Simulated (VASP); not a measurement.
# HgTe (zinc blende type) in VASP: notebook

The runs below take HgTe (zinc blende type) through single point, with r2SCAN, PBE.

All numbers are computed with VASP 6.6.1; they aren't measurements. Logs are shortened: lines on timing, memory, paths and dates and some standing lists are left out, and cuts for length are marked.

## (1) The cell of the first run

The structure is cubic, space group F-43m (No. 216). The conventional cell has a = 6.660 Å, b = 6.660 Å, c = 6.660 Å, α = 90.00°, β = 90.00°, γ = 90.00°. Within 3.8 Å of Hg (site symmetry -43m) lie 4 Te at 2.88 Å. Te (site symmetry -43m) has 4 Hg at 2.88 Å within 3.8 Å.

## (2) Single point, r2SCAN

Input file POSCAR:

```
HgTe
1.0
    0.0000000000      3.3300000000      3.3300000000
    3.3300000000      0.0000000000      3.3300000000
    3.3300000000      3.3300000000      0.0000000000
Hg Te
1 1
Direct
    0.0000000000      0.0000000000      0.0000000000
    0.2500000000      0.2500000000      0.2500000000
```

Input file INCAR.step1:

```
SYSTEM = HgTe
PREC = Accurate ; ENCUT = 520
ISMEAR = -1 ; SIGMA = 0.02
LREAL = .False. ; LASPH = .True.
NELM = 100 ; NBANDS = 16
GGA = PE ; ALGO = Normal
EDIFF = 1E-4 ; LWAVE = .True.
LCHARG = .False.
```

Input file INCAR.step2:

```
SYSTEM = HgTe
PREC = Accurate ; ENCUT = 520
EDIFF = 1E-6 ; ISMEAR = -1
SIGMA = 0.02 ; LREAL = .False.
LASPH = .True. ; NELM = 100
ALGO = Normal ; ISIF = 2
LWAVE = .False. ; LCHARG = .False.
METAGGA = R2SCAN ; LMIXTAU = .True.
NBANDS = 16 ; ISTART = 1
```

Input file KPOINTS:

```
Automatic mesh
0
Gamma
  6 6 6
  0 0 0
```

Potentials or basis: VASP PAW PBE potentials, release 64 (Hg, Te).

Launch:

```console
cat potpaw_PBE.64/Hg/POTCAR potpaw_PBE.64/Te/POTCAR > POTCAR
cp INCAR.step1 INCAR
mpirun -np 1 vasp_std > vasp.out
cp INCAR.step2 INCAR
mpirun -np 1 vasp_std > vasp.out
```

OUTCAR:

```text
SYSTEM = HgTe
   PREC = Accurate
   ENCUT = 520
   EDIFF = 1E-6
   ISMEAR = -1
   LREAL = .False.
   LASPH = .True.
   NELM = 100
   ISIF = 2
   METAGGA = R2SCAN
   ISTART = 1

 ion  position               nearest neighbor table
   1  0.000  0.000  0.000-   2 2.88   2 2.88   2 2.88   2 2.88
   2  0.250  0.250  0.250-   1 2.88   1 2.88   1 2.88   1 2.88

  LATTYP: Found a face centered cubic cell.
 ALAT       =     6.6600000000

  Lattice vectors:

 A1 = (   0.0000000000,   3.3300000000,   3.3300000000)
 A2 = (   3.3300000000,   0.0000000000,   3.3300000000)
 A3 = (   3.3300000000,   3.3300000000,   0.0000000000)

Analysis of symmetry for initial positions (statically):
=====================================================================
 Subroutine PRICEL returns:
 Original cell was already a primitive cell.

 Routine SETGRP: Setting up the symmetry group for a
 face centered cubic supercell.

 Subroutine GETGRP returns: Found 24 space group operations
 (whereof 24 operations were pure point group operations)
 out of a pool of 48 trial point group operations.

The static configuration has the point symmetry T_d .

Analysis of symmetry for dynamics (positions and initial velocities):
=====================================================================
 Subroutine PRICEL returns:
 Original cell was already a primitive cell.

 Routine SETGRP: Setting up the symmetry group for a
 face centered cubic supercell.

 Subroutine GETGRP returns: Found 24 space group operations
 (whereof 24 operations were pure point group operations)
 out of a pool of 48 trial point group operations.

The dynamic configuration has the point symmetry T_d .

 Subroutine INISYM returns: Found 24 space group operations
 (whereof 24 operations are pure point group operations),
 and found     1 'primitive' translations

----------------------------------------------------------------------------------------

                                     Primitive cell

  volume of cell :      73.8521

  direct lattice vectors                    reciprocal lattice vectors
     0.000000000  3.330000000  3.330000000    -0.150150150  0.150150150  0.150150150
     3.330000000  0.000000000  3.330000000     0.150150150 -0.150150150  0.150150150
     3.330000000  3.330000000  0.000000000     0.150150150  0.150150150 -0.150150150

  length of vectors
     4.709331163  4.709331163  4.709331163     0.260067689  0.260067689  0.260067689

  position of ions in fractional coordinates (direct lattice)
     0.000000000  0.000000000  0.000000000
     0.250000000  0.250000000  0.250000000

  ion indices of the primitive-cell ions
   primitive index   ion index
                 1           1
                 2           2

----------------------------------------------------------------------------------------

 KPOINTS: Automatic mesh

Automatic generation of k-mesh.
 Grid dimensions read from file:
 generate k-points for:    6    6    6

 Generating k-lattice:

  Cartesian coordinates                     Fractional coordinates (reciprocal lattice)
    -0.025025025  0.025025025  0.025025025     0.166666667  0.000000000  0.000000000
     0.025025025 -0.025025025  0.025025025     0.000000000  0.166666667  0.000000000
     0.025025025  0.025025025 -0.025025025     0.000000000  0.000000000  0.166666667

  Length of vectors
     0.043344615  0.043344615  0.043344615

  Shift w.r.t. Gamma in fractional coordinates (k-lattice)
     0.000000000  0.000000000  0.000000000

 Subroutine IBZKPT returns following result:
 ===========================================

 Found     16 irreducible k-points:

 Following reciprocal coordinates:
            Coordinates               Weight
  0.000000  0.000000  0.000000      1.000000
  0.166667  0.000000  0.000000      8.000000
  0.333333  0.000000  0.000000      8.000000
  0.500000  0.000000  0.000000      4.000000
  0.166667  0.166667  0.000000      6.000000
  0.333333  0.166667  0.000000     24.000000
[... 8 lines left out ...]
 -0.333333  0.333333  0.166667     24.000000
 -0.333333  0.500000  0.166667     12.000000
   k-points           NKPTS =     16   k-points in BZ     NKDIM =     16   number of bands    NBANDS=     16
   number of dos      NEDOS =    301   number of ions     NIONS =      2
   total plane-waves  NPLWV =  46656
   dimension x,y,z NGX =    36 NGY =   36 NGZ =   36
   dimension x,y,z NGXF=    72 NGYF=   72 NGZF=   72
   ions per type =               1   1
   NGX,Y,Z   is equivalent  to a cutoff of  12.71, 12.71, 12.71 a.u.
   NGXF,Y,Z  is equivalent  to a cutoff of  25.42, 25.42, 25.42 a.u.
 SYSTEM =  HgTe
   PREC   = accura    normal or accurate (medium, high low for compatibility)
   ISTART =      1    job   : 0-new  1-cont  2-samecut
   ICHARG =      0    charge: 1-file 2-atom 10-const
   ISPIN  =      1    spin polarized calculation?
   LNONCOLLINEAR =      F non collinear calculations
   LSORBIT =      F    spin-orbit coupling
   LASPH  =      T    aspherical Exc in radial PAW
   ENCUT  =  520.0 eV  38.22 Ry    6.18 a.u.   8.76  8.76  8.76*2*pi/ulx,y,z
   NELM   =    100;   NELMIN=  2; NELMDL=  0     # of ELM steps
   EDIFF  = 0.1E-05   stopping-criterion for ELM
   LREAL  =      F    real-space projection
   EDIFFG = 0.1E-04   stopping-criterion for IOM
   NSW    =      0    number of steps for IOM
   IBRION =     -1    ionic relax: 0-MD 1-quasi-New 2-CG
   NFREE  =      0    steps in history (QN), initial steepest desc. (CG)
   ISIF   =      2    stress and relaxation
   ISYM   =      2    0-nonsym 1-usesym 2-fastsym
   POTIM  = 0.5000    time-step for ionic-motion
   TEBEG  =    0.0;   TEEND  =   0.0 temperature during run
   PSTRESS=    0.0 pullay stress
   NELECT =      18.0000    total number of electrons
   NUPDOWN=      -1.0000    fix difference up-down
   EMIN   =  10.00;   EMAX   =-10.00  energy-range for DOS
   EFERMI =   0.00;   METHOD = LEGACY
   ISMEAR =    -1;   SIGMA  =   0.02  broadening in eV -4-tet -1-fermi 0-gaus
   EFERMI_NEDOS =   21; number of points for ismear=-14 and -15
   IALGO  =     38    algorithm
   IMIX   =      4    mixing-type and parameters
     AMIX     =   0.40;   BMIX     =  1.00
     AMIX_MAG =   1.60;   BMIX_MAG =  1.00
  volume/ion in A,a.u.               =      36.93       249.19
  Fermi-wavevector in a.u.,A,eV,Ry     =   1.022613  1.932459 14.228129  1.045738
  Thomas-Fermi vector in A             =   2.156302
   LORBIT       =      0    0 simple, 1 ext, 2 COOP (PROOUT), +10 PAW based schemes
   METAGGA = R2SCAN    functional components
   LHFCALC =     F    Hartree Fock is set to
   AEXX    =    0.0000 exact exchange contribution
   IVDW    =     0    specifies the selected vdW correction
   LEPSILON=     F    determine dielectric tensor
   LRPA    =     F    only Hartree local field effects (RPA)
 non-spin polarized calculation
  energy-cutoff  :      520.00
  volume of cell :       73.85
 maximum number of plane-waves:      2012
   NGX = 17   NGY = 17   NGZ = 17

 number of electron      17.9999998 magnetization

 Free energy of the ion-electron system (eV)
  ---------------------------------------------------
  ext. energy  EPLUGINS =         0.00000000
  ---------------------------------------------------
  free energy    TOTEN  =       -75.14328740 eV

  energy without entropy =      -75.14293368  energy(sigma->0) =      -75.14311054

 E-fermi :   1.9714     XC(G=0):  -8.8893

 val. band max:        1.9575366890   @ k =   0.0000   0.0000   0.0000
 cond. band min:       2.8679204615   @ k =   0.1667   0.0000   0.0000
 fundamental gap:      0.9103837725
 Fermi energy:         1.9714007786

 k-point     1 :       0.0000    0.0000    0.0000
  band No.  band energies     occupation
      1      -9.8216      2.00000
      2      -5.1913      2.00000
      3      -5.1913      2.00000
      4      -5.1913      2.00000
      5      -4.7278      2.00000
      6      -4.7278      2.00000
[... 8 lines left out ...]
     15      11.8734      0.00000
     16      11.8734      0.00000

 k-point     2 :       0.1667    0.0000    0.0000
  band No.  band energies     occupation
      1      -9.7061      2.00000
      2      -5.1602      2.00000
      3      -5.1602      2.00000
      4      -5.1273      2.00000
      5      -4.7296      2.00000
      6      -4.7296      2.00000
[... 8 lines left out ...]
     15      10.9580      0.00000
     16      10.9580      0.00000

 k-point     3 :       0.3333    0.0000    0.0000
  band No.  band energies     occupation
      1      -9.4602      2.00000
      2      -5.1051      2.00000
      3      -5.1051      2.00000
      4      -4.8471      2.00000
      5      -4.7221      2.00000
      6      -4.7221      2.00000
[... 8 lines left out ...]
     15      11.2522      0.00000
     16      11.2522      0.00000

 k-point     4 :       0.5000    0.0000    0.0000
  band No.  band energies     occupation
      1      -9.3293      2.00000
      2      -5.0828      2.00000
      3      -5.0828      2.00000
      4      -4.7110      2.00000
      5      -4.7110      2.00000
      6      -4.4644      2.00000
[... 8 lines left out ...]
     15      12.4156      0.00000
     16      12.4156      0.00000

 k-point     5 :       0.1667    0.1667    0.0000
  band No.  band energies     occupation
      1      -9.6671      2.00000
      2      -5.1511      2.00000
      3      -5.1281      2.00000
      4      -5.1281      2.00000
      5      -4.7455      2.00000
      6      -4.7148      2.00000
[... 8 lines left out ...]
     15      10.7074      0.00000
     16      12.0330      0.00000

 k-point     6 :       0.3333    0.1667    0.0000
  band No.  band energies     occupation
      1      -9.4625      2.00000
      2      -5.0996      2.00000
      3      -5.0651      2.00000
      4      -4.9605      2.00000
      5      -4.7296      2.00000
      6      -4.7044      2.00000
[... 8 lines left out ...]
     15      11.7021      0.00000
     16      12.0705      0.00000

 k-point     7 :       0.5000    0.1667    0.0000
  band No.  band energies     occupation
      1      -9.2887      2.00000
      2      -5.0635      2.00000
      3      -5.0376      2.00000
      4      -4.7641      2.00000
      5      -4.7063      2.00000
      6      -4.4768      2.00000
[... 8 lines left out ...]
     15      11.9625      0.00000
     16      12.5190      0.00000

 k-point     8 :      -0.3333    0.1667    0.0000
  band No.  band energies     occupation
      1      -9.3327      2.00000
      2      -5.0632      2.00000
      3      -5.0614      2.00000
      4      -4.7495      2.00000
      5      -4.7326      2.00000
      6      -4.6048      2.00000
[... 8 lines left out ...]
     15      11.1837      0.00000
     16      12.4219      0.00000

 k-point     9 :      -0.1667    0.1667    0.0000
  band No.  band energies     occupation
      1      -9.5453      2.00000
      2      -5.1246      2.00000
      3      -5.1004      2.00000
      4      -5.0111      2.00000
      5      -4.7434      2.00000
      6      -4.7102      2.00000
[... 8 lines left out ...]
     15      11.2342      0.00000
     16      11.4446      0.00000

 k-point    10 :       0.3333    0.3333    0.0000
  band No.  band energies     occupation
      1      -9.3357      2.00000
      2      -5.0167      2.00000
      3      -4.9848      2.00000
      4      -4.9848      2.00000
      5      -4.6885      2.00000
      6      -4.6772      2.00000
[... 8 lines left out ...]
     15      12.4465      0.00000
     16      13.6996      0.00000

 k-point    11 :       0.5000    0.3333    0.0000
  band No.  band energies     occupation
      1      -9.2032      2.00000
      2      -5.0054      2.00000
      3      -4.9462      2.00000
      4      -4.8707      2.00000
      5      -4.6901      2.00000
      6      -4.4201      2.00000
[... 8 lines left out ...]
     15      12.7501      0.00000
     16      13.4961      0.00000

 k-point    12 :      -0.3333    0.3333    0.0000
  band No.  band energies     occupation
      1      -9.2028      2.00000
      2      -5.0219      2.00000
      3      -4.9825      2.00000
      4      -4.7746      2.00000
      5      -4.7192      2.00000
      6      -4.3340      2.00000
[... 8 lines left out ...]
     15      11.3933      0.00000
     16      14.0686      0.00000

 k-point    13 :       0.5000    0.5000    0.0000
  band No.  band energies     occupation
      1      -9.1582      2.00000
      2      -4.9814      2.00000
      3      -4.9025      2.00000
      4      -4.9025      2.00000
      5      -4.6754      2.00000
      6      -4.3397      2.00000
[... 8 lines left out ...]
     15      12.7382      0.00000
     16      13.7254      0.00000

 k-point    14 :       0.5000    0.3333    0.1667
  band No.  band energies     occupation
      1      -9.2912      2.00000
      2      -5.0358      2.00000
      3      -5.0155      2.00000
      4      -4.8382      2.00000
      5      -4.7065      2.00000
      6      -4.5803      2.00000
[... 8 lines left out ...]
     15      12.5179      0.00000
     16      13.3602      0.00000

 k-point    15 :      -0.3333    0.3333    0.1667
  band No.  band energies     occupation
      1      -9.2028      2.00000
      2      -5.0134      2.00000
      3      -4.9912      2.00000
      4      -4.7670      2.00000
      5      -4.7310      2.00000
      6      -4.3227      2.00000
[... 8 lines left out ...]
     15      12.6595      0.00000
     16      13.2684      0.00000

 k-point    16 :      -0.3333    0.5000    0.1667
  band No.  band energies     occupation
      1      -9.1588      2.00000
      2      -4.9845      2.00000
      3      -4.9478      2.00000
      4      -4.8245      2.00000
      5      -4.7105      2.00000
      6      -4.2466      2.00000
[... 8 lines left out ...]
     15      13.1189      0.00000
     16      13.4036      0.00000

------------------------ aborting loop because EDIFF is reached ----------------------------------------

  FORCE on cell =-STRESS in cart. coord.  units (eV):
  Direction    XX          YY          ZZ          XY          YZ          ZX
  --------------------------------------------------------------------------------------
  -------------------------------------------------------------------------------------
  Total       -0.6132828     -0.6132828     -0.6132828     -0.0000000     -0.0000000     -0.0000000
  in kB      -13.3048107    -13.3048107    -13.3048107     -0.0000000     -0.0000000     -0.0000000
  external PRESSURE =     -13.3048107 kB  Pullay stress =       0.0000000 kB

 VOLUME and BASIS-vectors are now :
 -----------------------------------------------------------------------------
  energy-cutoff  :      520.00
  volume of cell :       73.85
      direct lattice vectors                 reciprocal lattice vectors
     0.000000000  3.330000000  3.330000000    -0.150150150  0.150150150  0.150150150
     3.330000000  0.000000000  3.330000000     0.150150150 -0.150150150  0.150150150
     3.330000000  3.330000000  0.000000000     0.150150150  0.150150150 -0.150150150

 POSITION                                       TOTAL-FORCE (eV/Angst)
 -----------------------------------------------------------------------------------
      0.00000      0.00000      0.00000        -0.000000     -0.000000     -0.000000
      1.66500      1.66500      1.66500         0.000000      0.000000      0.000000
 -----------------------------------------------------------------------------------
    total drift:                                0.000000      0.000000      0.000000

  FREE ENERGIE OF THE ION-ELECTRON SYSTEM (eV)
  ---------------------------------------------------
  free  energy   TOTEN  =       -75.1432873982 eV

  energy  without entropy=      -75.1429336795  energy(sigma->0) =      -75.14311054
```

Run time: 58 s. Hardware: 1 thread of AMD EPYC 9R45 (Zen 5), shared host; peak memory 0.19 GiB.

What came out:

```
Free energy            : -75.1433 eV
Pressure               : -1.3 GPa
Band gap on the k mesh : zero (filled and empty bands touch)
```

Caveat: the PAW data sets were made with another functional, which shifts forces and pressure a little; spin-orbit coupling is left out, which moves the levels of the heavy elements.

(Continued in part 2 of 2.)
